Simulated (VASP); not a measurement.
# GaP in VASP: a series of runs

The runs below take GaP through single point, with PBE.

Everything below comes from runs of VASP 6.6.1. Logs are shortened: lines on timing, memory, paths and dates and some standing lists are left out, and cuts for length are marked.

## 1. The cell of the first run

It takes space group I4/mmm (No. 139, tetragonal). The conventional cell has a = 3.655 Å, b = 3.655 Å, c = 5.135 Å, α = 90.00°, β = 90.00°, γ = 90.00°. Within 3.4 Å of Ga (site symmetry 4/mmm) lie 6 P at 2.57 to 2.58 Å. Within 3.4 Å of P (site symmetry 4/mmm) lie 6 Ga at 2.57 to 2.58 Å.

## 2. Single point, PBE

The input, INCAR:

```
PREC = Accurate
ENCUT = 500
EDIFF = 1E-6
ISMEAR = 0
SIGMA = 0.2
LREAL = False
LASPH = True
NELM = 120
ALGO = Normal
ISIF = 2
LWAVE = False
LCHARG = False
GGA = PE
NBANDS = 16
GGA_COMPAT = False
```

The input, KPOINTS:

```
regular mesh
0
Gamma
  6 6 6
```

The input, POSCAR:

```
GaP
1.0
   -1.8274953224      1.8274953224      2.5674068189
    1.8274953224     -1.8274953224      2.5674068189
    1.8274953224      1.8274953224     -2.5674068189
Ga P
1 1
Direct
    0.5000000000      0.5000000000      0.0000000000
    0.0000000000      0.0000000000      0.0000000000
```

Potentials or basis: VASP PAW PBE potentials, release 64 (Ga_d, P).

Command:

```bash
cat potpaw_PBE.64/Ga_d/POTCAR potpaw_PBE.64/P/POTCAR > POTCAR
mpirun -np 1 vasp_std > vasp.out
```

OUTCAR:

```text
PREC = Accurate
   ENCUT = 500
   EDIFF = 1E-6
   ISMEAR = 0
   LREAL = False
   LASPH = True
   NELM = 120
   ISIF = 2
   GGA = PE

 ion  position               nearest neighbor table
   1  0.500  0.500  0.000-   2 2.57   2 2.57   2 2.58   2 2.58   2 2.58   2 2.58
   2  0.000  0.000  0.000-   1 2.57   1 2.57   1 2.58   1 2.58   1 2.58   1 2.58

  LATTYP: Found a body centered tetragonal cell.
 ALAT       =     3.6549906448
 C/A-ratio  =     1.4048773682

  Lattice vectors:

 A1 = (  -1.8274953224,   1.8274953224,   2.5674068189)
 A2 = (   1.8274953224,  -1.8274953224,   2.5674068189)
 A3 = (   1.8274953224,   1.8274953224,  -2.5674068189)

Analysis of symmetry for initial positions (statically):
=====================================================================
 Subroutine PRICEL returns:
 Original cell was already a primitive cell.

 Routine SETGRP: Setting up the symmetry group for a
 body centered tetragonal supercell.

 Subroutine GETGRP returns: Found 16 space group operations
 (whereof 16 operations were pure point group operations)
 out of a pool of 16 trial point group operations.

The static configuration has the point symmetry D_4h.

Analysis of symmetry for dynamics (positions and initial velocities):
=====================================================================
 Subroutine PRICEL returns:
 Original cell was already a primitive cell.

 Routine SETGRP: Setting up the symmetry group for a
 body centered tetragonal supercell.

 Subroutine GETGRP returns: Found 16 space group operations
 (whereof 16 operations were pure point group operations)
 out of a pool of 16 trial point group operations.

The dynamic configuration has the point symmetry D_4h.

 Subroutine INISYM returns: Found 16 space group operations
 (whereof 16 operations are pure point group operations),
 and found     1 'primitive' translations

----------------------------------------------------------------------------------------

                                     Primitive cell

  volume of cell :      34.2979

  direct lattice vectors                    reciprocal lattice vectors
    -1.827495322  1.827495322  2.567406819     0.000000000  0.273598512  0.194749035
     1.827495322 -1.827495322  2.567406819     0.273598512  0.000000000  0.194749035
     1.827495322  1.827495322 -2.567406819     0.273598512  0.273598512  0.000000000

  length of vectors
     3.642946072  3.642946072  3.642946072     0.335832298  0.335832298  0.386926726

  position of ions in fractional coordinates (direct lattice)
     0.500000000  0.500000000  0.000000000
     0.000000000  0.000000000  0.000000000

  ion indices of the primitive-cell ions
   primitive index   ion index
                 1           1
                 2           2

----------------------------------------------------------------------------------------

 KPOINTS: regular mesh

Automatic generation of k-mesh.
 Grid dimensions read from file:
 generate k-points for:    6    6    6

 Generating k-lattice:

  Cartesian coordinates                     Fractional coordinates (reciprocal lattice)
     0.000000000  0.045599752  0.032458172     0.166666667  0.000000000  0.000000000
     0.045599752  0.000000000  0.032458172     0.000000000  0.166666667  0.000000000
     0.045599752  0.045599752  0.000000000     0.000000000  0.000000000  0.166666667

  Length of vectors
     0.055972050  0.055972050  0.064487788

  Shift w.r.t. Gamma in fractional coordinates (k-lattice)
     0.000000000  0.000000000  0.000000000

 Subroutine IBZKPT returns following result:
 ===========================================

 Found     30 irreducible k-points:

 Following reciprocal coordinates:
            Coordinates               Weight
  0.000000  0.000000  0.000000      1.000000
  0.166667  0.000000  0.000000      8.000000
  0.333333  0.000000 -0.000000      8.000000
  0.500000  0.000000 -0.000000      4.000000
  0.166667  0.166667 -0.000000      8.000000
  0.333333  0.166667 -0.000000     16.000000
[... 16 lines left out ...]
 -0.333333 -0.333333  0.166667      8.000000
 -0.166667 -0.333333  0.166667      8.000000
 [... further k-points ...]
   k-points           NKPTS =     30   k-points in BZ     NKDIM =     30   number of bands    NBANDS=     16
   number of dos      NEDOS =    301   number of ions     NIONS =      2
   total plane-waves  NPLWV =  21952
   dimension x,y,z NGX =    28 NGY =   28 NGZ =   28
   dimension x,y,z NGXF=    56 NGYF=   56 NGZF=   56
   ions per type =               1   1
   NGX,Y,Z   is equivalent  to a cutoff of  12.78, 12.78, 12.78 a.u.
   NGXF,Y,Z  is equivalent  to a cutoff of  25.56, 25.56, 25.56 a.u.
 SYSTEM =  unknown system
   PREC   = accura    normal or accurate (medium, high low for compatibility)
   ISTART =      0    job   : 0-new  1-cont  2-samecut
   ICHARG =      2    charge: 1-file 2-atom 10-const
   ISPIN  =      1    spin polarized calculation?
   LNONCOLLINEAR =      F non collinear calculations
   LSORBIT =      F    spin-orbit coupling
   LASPH  =      T    aspherical Exc in radial PAW
   ENCUT  =  500.0 eV  36.75 Ry    6.06 a.u.   6.64  6.64  6.64*2*pi/ulx,y,z
   NELM   =    120;   NELMIN=  2; NELMDL= -5     # of ELM steps
   EDIFF  = 0.1E-05   stopping-criterion for ELM
   LREAL  =      F    real-space projection
   EDIFFG = 0.1E-04   stopping-criterion for IOM
   NSW    =      0    number of steps for IOM
   IBRION =     -1    ionic relax: 0-MD 1-quasi-New 2-CG
   NFREE  =      0    steps in history (QN), initial steepest desc. (CG)
   ISIF   =      2    stress and relaxation
   ISYM   =      2    0-nonsym 1-usesym 2-fastsym
   POTIM  = 0.5000    time-step for ionic-motion
   TEBEG  =    0.0;   TEEND  =   0.0 temperature during run
   PSTRESS=    0.0 pullay stress
   NELECT =      18.0000    total number of electrons
   NUPDOWN=      -1.0000    fix difference up-down
   EMIN   =  10.00;   EMAX   =-10.00  energy-range for DOS
   EFERMI =   0.00;   METHOD = LEGACY
   ISMEAR =     0;   SIGMA  =   0.20  broadening in eV -4-tet -1-fermi 0-gaus
   EFERMI_NEDOS =   21; number of points for ismear=-14 and -15
   IALGO  =     38    algorithm
   IMIX   =      4    mixing-type and parameters
     AMIX     =   0.40;   BMIX     =  1.00
     AMIX_MAG =   1.60;   BMIX_MAG =  1.00
  volume/ion in A,a.u.               =      17.15       115.73
  Fermi-wavevector in a.u.,A,eV,Ry     =   1.320515  2.495411 23.725284  1.743759
  Thomas-Fermi vector in A             =   2.450335
   LORBIT       =      0    0 simple, 1 ext, 2 COOP (PROOUT), +10 PAW based schemes
   GGA     = PE    functional components
   LHFCALC =     F    Hartree Fock is set to
   AEXX    =    0.0000 exact exchange contribution
   IVDW    =     0    specifies the selected vdW correction
   LEPSILON=     F    determine dielectric tensor
   LRPA    =     F    only Hartree local field effects (RPA)
 non-spin polarized calculation
 Gauss-broadening in eV      SIGMA  =   0.20
  energy-cutoff  :      500.00
  volume of cell :       34.30
 maximum number of plane-waves:       893
 NGX is ok and might be reduce to    28
   NGX = 13   NGY = 13   NGZ = 13

 number of electron      18.0000008 magnetization

 Free energy of the ion-electron system (eV)
  ---------------------------------------------------
  ext. energy  EPLUGINS =         0.00000000
  ---------------------------------------------------
  free energy    TOTEN  =        -8.34799042 eV

  energy without entropy =       -8.32252176  energy(sigma->0) =       -8.33525609

 E-fermi :   6.4955     XC(G=0): -10.9683

 val. band max:        6.4796467173   @ k =   0.3333   0.0000  -0.0000
 cond. band min:       6.5841751201   @ k =   0.5000   0.0000  -0.0000
 fundamental gap:      0.1045284027
 Fermi energy:         6.4954675919

 k-point     1 :       0.0000    0.0000    0.0000
  band No.  band energies     occupation
      1      -8.2602      2.00000
      2      -8.2598      2.00000
      3      -8.2367      2.00000
      4      -8.2367      2.00000
      5      -8.2353      2.00000
      6      -6.7669      2.00000
[... 8 lines left out ...]
     15      14.9838      0.00000
     16      15.2246      0.00000

 k-point     2 :       0.1667    0.0000    0.0000
  band No.  band energies     occupation
      1      -8.2683      2.00000
      2      -8.2676      2.00000
      3      -8.2380      2.00000
      4      -8.2261      2.00000
      5      -8.2255      2.00000
      6      -6.3521      2.00000
[... 8 lines left out ...]
     15      14.5423      0.00000
     16      14.9636      0.00000

 k-point     3 :       0.3333    0.0000   -0.0000
  band No.  band energies     occupation
      1      -8.2878      2.00000
      2      -8.2866      2.00000
      3      -8.2445      2.00000
      4      -8.2017      2.00000
      5      -8.2013      2.00000
      6      -5.1686      2.00000
[... 8 lines left out ...]
     15      16.7752      0.00000
     16      16.7953      0.00000

 k-point     4 :       0.5000    0.0000   -0.0000
  band No.  band energies     occupation
      1      -8.2979      2.00000
      2      -8.2964      2.00000
      3      -8.2486      2.00000
      4      -8.1894      2.00000
      5      -8.1885      2.00000
      6      -3.9991      2.00000
[... 8 lines left out ...]
     15      19.1357      0.00000
     16      19.2524      0.00000
[... 324 lines left out ...]
 k-point    22 :      -0.1667    0.5000    0.1667
  band No.  band energies     occupation
      1      -8.3388      2.00000
      2      -8.2790      2.00000
      3      -8.2404      2.00000
      4      -8.2028      2.00000
      5      -8.1855      2.00000
      6      -3.8427      2.00000
[... 8 lines left out ...]
     15      19.3993      0.00000
     16      20.3519      0.00000

 k-point    23 :      -0.3333   -0.3333    0.1667
  band No.  band energies     occupation
      1      -8.3687      2.00000
      2      -8.2643      2.00000
      3      -8.2428      2.00000
      4      -8.2009      2.00000
      5      -8.1881      2.00000
      6      -4.0964      2.00000
[... 8 lines left out ...]
     15      19.4994      0.00000
     16      19.8536      0.00000

 k-point    24 :      -0.1667   -0.3333    0.1667
  band No.  band energies     occupation
      1      -8.3290      2.00000
      2      -8.2607      2.00000
      3      -8.2461      2.00000
      4      -8.2089      2.00000
      5      -8.1985      2.00000
      6      -5.2389      2.00000
[... 8 lines left out ...]
     15      17.9639      0.00000
     16      18.2995      0.00000

 [... further k-points ...]
[... 5 lines left out ...]
  --------------------------------------------------------------------------------------
  -------------------------------------------------------------------------------------
  Total       -0.0229636     -0.0229636      0.1442177      0.0000000     -0.0000000      0.0000000
  in kB       -1.0727126     -1.0727126      6.7369302      0.0000000     -0.0000000      0.0000000
  external PRESSURE =       1.5305016 kB  Pullay stress =       0.0000000 kB

 VOLUME and BASIS-vectors are now :
 -----------------------------------------------------------------------------
  energy-cutoff  :      500.00
  volume of cell :       34.30
      direct lattice vectors                 reciprocal lattice vectors
    -1.827495322  1.827495322  2.567406819     0.000000000  0.273598512  0.194749035
     1.827495322 -1.827495322  2.567406819     0.273598512  0.000000000  0.194749035
     1.827495322  1.827495322 -2.567406819     0.273598512  0.273598512  0.000000000

 POSITION                                       TOTAL-FORCE (eV/Angst)
 -----------------------------------------------------------------------------------
      0.00000      0.00000      2.56741         0.000000     -0.000000      0.000000
      0.00000      0.00000      0.00000        -0.000000      0.000000     -0.000000
 -----------------------------------------------------------------------------------
    total drift:                                0.000000     -0.000000      0.000000

  FREE ENERGIE OF THE ION-ELECTRON SYSTEM (eV)
  ---------------------------------------------------
  free  energy   TOTEN  =        -8.3479904210 eV

  energy  without entropy=       -8.3225217629  energy(sigma->0) =       -8.33525609
```

Run time: 36 s. Hardware: 1 thread of AMD EPYC 7R13, shared host; peak memory 0.13 GiB.

What came out:

* Free energy: -8.3480 eV
* Pressure: 0.2 GPa
* Band gap on the k mesh: zero (band 9 reaches 6.97 eV, above the bottom of band 10 at 3.75 eV)

Stress tensor (GPa, compression positive):
```
-0.11  0.00  0.00
 0.00 -0.11  0.00
 0.00  0.00  0.67
```

Caveat: the k points lie up to 0.41 Å⁻¹ apart.

## 3. Single point, PBE

The input, INCAR:

```
SYSTEM = GaP
ALGO = Normal
EDIFF = 1E-6
ENCUT = 500
GGA = PE
GGA_COMPAT = .False.
ISIF = 2
ISMEAR = 0
LASPH = .True.
LCHARG = .False.
LREAL = .False.
LWAVE = .False.
NBANDS = 16
NELM = 120
PREC = Accurate
SIGMA = 0.2
```

The input, KPOINTS:

```
k-points
0
Gamma
  6 6 6
  0 0 0
```

The input, POSCAR:

```
GaP
1.0
    1.8465531825      1.0661079792      2.8990836308
   -1.8465531825      1.0661079792      2.8990836308
    0.0000000000     -2.1322159516      2.8990836333
Ga P
1 1
Direct
    0.5000000000      0.5000000000      0.5000000000
    0.0000000000      0.0000000000      0.0000000000
```

Potentials or basis: VASP PAW PBE potentials, release 64 (Ga_d, P).

Command:

```bash
cat potpaw_PBE.64/Ga_d/POTCAR potpaw_PBE.64/P/POTCAR > POTCAR
mpirun -np 1 vasp_std > vasp.out
```

Wall time 33 s (1 thread of AMD EPYC 7R13, shared host); peak memory 0.13 GiB.

The run converged. Its results:

| Quantity | Value |
| --- | --- |
| Free energy | -8.3495 eV |
| Pressure | 0.2 GPa |
| Band gap on the k mesh | zero (band 9 reaches 7.10 eV, above the bottom of band 10 at 4.00 eV) |

Stress tensor (GPa, compression positive):
```
0.09 0.00 0.00
0.00 0.09 0.00
0.00 0.00 0.39
```

Levels at points of the mesh, in eV from the Fermi level:
```tsv
k point	band 5	band 6	band 7	band 8	band 9	band 10	band 11	band 12	band 13	band 14
(0.00, 0.00, 0.00)	-14.76	-13.31	-0.26	-0.26	0.23	1.31	6.77	6.77	7.49	8.49
(0.50, 0.00, 0.00)	-14.71	-10.59	-7.98	0.07	0.22	2.88	2.95	3.43	5.22	12.13
(0.50, 0.50, 0.00)	-14.69	-9.45	-5.94	-3.25	-2.97	-2.54	3.32	10.68	10.84	12.28
(0.50, 0.50, 0.50)	-14.71	-10.36	-7.73	-0.13	-0.13	2.64	2.64	2.67	4.70	12.81
```
